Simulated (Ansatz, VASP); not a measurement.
## One calculation of B, two programs

INCAR

```
SYSTEM = B
PREC     = Accurate       ! precision mode
ENCUT    = 600            ! plane-wave cutoff, eV
EDIFF    = 1E-6           ! SCF threshold, eV
ISMEAR   = 0              ! smearing method
SIGMA    = 0.1            ! smearing width, eV
LREAL    = .False.        ! projectors in reciprocal space
LASPH    = .True.         ! aspherical terms in the spheres
NELM     = 60             ! most SCF steps
ALGO     = Normal         ! electronic algorithm
ISIF     = 3              ! what is computed and relaxed
LWAVE    = .False.        ! write WAVECAR
LCHARG   = .False.        ! write CHGCAR
GGA      = PE             ! functional
IBRION   = 2              ! ionic algorithm
NSW      = 90             ! ionic steps
EDIFFG   = -0.04          ! ionic threshold
```

Contents of KPOINTS:

```
regular mesh
0
Gamma
  8 8 4
  0 0 0
```

POSCAR

```
B
1.0
    2.0183250730     -1.3339584735      0.0000000000
    2.0183250730      1.3339584735      0.0000000000
    0.0000000000      0.0000000000      5.4415490596
B
4
Direct
    0.8500000000      0.1500000000      0.1170000000
    0.6500000000      0.3500000000      0.6170000000
    0.1500000000      0.8500000000      0.8830000000
    0.3500000000      0.6500000000      0.3830000000
```

Input for Ansatz:

```yaml
crystal:
  lattice:
    - [2.018325073, -1.3339584735, 0.0]
    - [2.018325073, 1.3339584735, 0.0]
    - [0.0, 0.0, 5.4415490596]
  atoms:
    - { symbol: B, position: [0.85, 0.15, 0.117] }
    - { symbol: B, position: [0.65, 0.35, 0.617] }
    - { symbol: B, position: [0.15, 0.85, 0.883] }
    - { symbol: B, position: [0.35, 0.65, 0.383] }
basis:
  ecutwfc: 420
kpoints:
  mp_grid: { grid: [8, 8, 4] }
hamiltonian:
  xc: pbe
scf:
  occupations: { method: gaussian, width: 0.1 }
  lower_state_search: "off"
output:
  forces: true
  stress: true
  eigenvalues: true
relax:
  adjacent_minimum: "off"
  f_tol: 0.04
  max_steps: 70
  cell: { stress_tol: 0.4 }
```

Alike in both runs: task relaxation of cell and atoms; functional PBE; k mesh 8 × 8 × 4; occupations gaussian, width 0.1 eV; no spin polarisation.

|  | VASP | Ansatz |
| --- | --- | --- |
| version | VASP 6.6.1 | Ansatz 0.2.0 |
| potentials or method | VASP PAW PBE potentials, release 64 (B), cutoff 600 eV | scalar-relativistic, plane waves, PAW |
| valence electrons in the cell | 12 | 12 |

```tsv
	VASP	Ansatz	Ansatz less VASP
gap on the k mesh at the Fermi level, each at its own relaxed structure (eV)	none	none	-
relaxed volume (Å³/atom)	6.75	6.74	-0.005
relaxed length of the cell vector where the two differ most in proportion (Å)	2.244	2.242	-0.0012
```

A gap of «none» marks a metal or a gap that the smearing closes.
